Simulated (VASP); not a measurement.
Input of a VASP 6.6.1 run:

INCAR

```
PREC = Accurate ; ENCUT = 520
EDIFF = 1E-7 ; ISMEAR = -1
SIGMA = 0.05 ; LREAL = F
LASPH = T ; NELM = 80
ALGO = Normal ; ISIF = 2
LWAVE = F ; LCHARG = F
GGA = PS ; IVDW = 13
NBANDS = 18
```

File KPOINTS:

```
Automatic mesh
0
Gamma
  9 9 9
```

The input POSCAR:

```
ZnCu
1.0
    2.8875940569      0.0000000000      0.0000000000
    0.0000000000      2.8875940569      0.0000000000
    0.0000000000      0.0000000000      2.8875940569
Zn Cu
1 1
Direct
    0.5000000000      0.5000000000      0.5000000000
    0.0000000000      0.0000000000      0.0000000000
```

Potentials or basis: VASP PAW PBE potentials, release 64 (Zn, Cu).

Run with:

```bash
$ cat potpaw_PBE.64/Zn/POTCAR potpaw_PBE.64/Cu/POTCAR > POTCAR
$ mpirun -np 1 vasp_std > vasp.out
```

(1) Estimate the dispersion energy per atom.

(2) What does it give for the pressure?

Answers

(1) -0.274 eV.

(2) 0.8 GPa.

Caveat: the PAW data sets were made with another functional, which shifts forces and pressure a little; pairwise dispersion overbinds metals, which lowers pressure and volume.
